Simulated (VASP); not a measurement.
## MgO: single point with PBE

The system is MgO.

```
CELL_PARAMETERS angstrom
0.00000 2.13515 2.13515
2.13515 0.00000 2.13515
2.13515 2.13515 0.00000
ATOMIC_POSITIONS crystal
Mg 0.00000 0.00000 0.00000
O 0.50000 0.50000 0.50000
```

```
Program                : VASP 6.6.1
Task                   : single point
Functional             : PBE
Potentials or basis    : VASP PAW PBE potentials, release 64 (Mg_sv, O)
Cutoff                 : 840 eV
k mesh                 : 8 × 8 × 8
Occupations            : gaussian, width 0.1 eV
Spin                   : no spin polarisation
Dipole correction      : no
Further INCAR settings : ALGO = Normal; EDIFF = 1e-06; NBANDS = 15
```

The pressure is -1.7 GPa and the band gap on the k mesh is 4.35 eV.

Levels at points of the mesh, in eV from the valence-band top:
```tsv
k point	band 6	band 7	band 8	band 9	band 10	band 11
(0.00, 0.00, 0.00)	0.00	0.00	0.00	4.35	15.57	15.57
(0.50, 0.00, 0.00)	-4.43	-0.61	-0.61	7.65	12.15	15.91
(0.50, 0.50, 0.00)	-3.89	-1.28	-1.28	9.07	9.56	12.67
```

Wall time 22 s on 1 thread of AMD EPYC 7R43 64-Core Processor (Zen 3), with other jobs on the host, peak memory 0.13 GiB.
